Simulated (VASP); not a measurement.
Hf3N4:

```
Hf N
1.0
    -3.36714    3.36714    3.36714
     3.36714   -3.36714    3.36714
     3.36714    3.36714   -3.36714
Hf N
6 8
Direct
  0.25000 0.62500 0.37500
  0.37500 0.25000 0.62500
  0.75000 0.87500 0.12500
  0.12500 0.75000 0.87500
  0.62500 0.37500 0.25000
  0.87500 0.12500 0.75000
  0.13301 0.13301 0.13301
  0.86699 0.50000 0.00000
  0.50000 0.00000 0.36699
  0.00000 0.86699 0.50000
  0.36699 0.50000 0.00000
  0.63301 0.63301 0.63301
  0.00000 0.36699 0.50000
  0.50000 0.00000 0.86699
```

Base run:

| Quantity | Value |
| --- | --- |
| Program | VASP 6.6.1 |
| Functional | r2SCAN |
| Potentials or basis | VASP PAW PBE potentials, release 64 (Hf_pv, N) |
| Cutoff | 660 eV |
| k mesh | 6 × 6 × 6 |
| Occupations | gaussian, width 0.02 eV |
| Spin | no spin polarisation |

Its results: band gap on the k mesh 1.39 eV; pressure -7.3 GPa; largest force 0.240 eV/Å.

The run is repeated on the same cell with these changes: functional from r2SCAN to PBE; cutoff from 660 eV to 600 eV. What comes out?

Band gap on the k mesh 1.04 eV; pressure -2.8 GPa; largest force 0.044 eV/Å.

Caveats: spin-orbit coupling is left out, which moves the levels of the heavy elements; the cell stands under tension (at least some runs); the PAW data sets were made with another functional, which shifts forces and pressure a little (at least some runs).

A k mesh can miss the band edges.
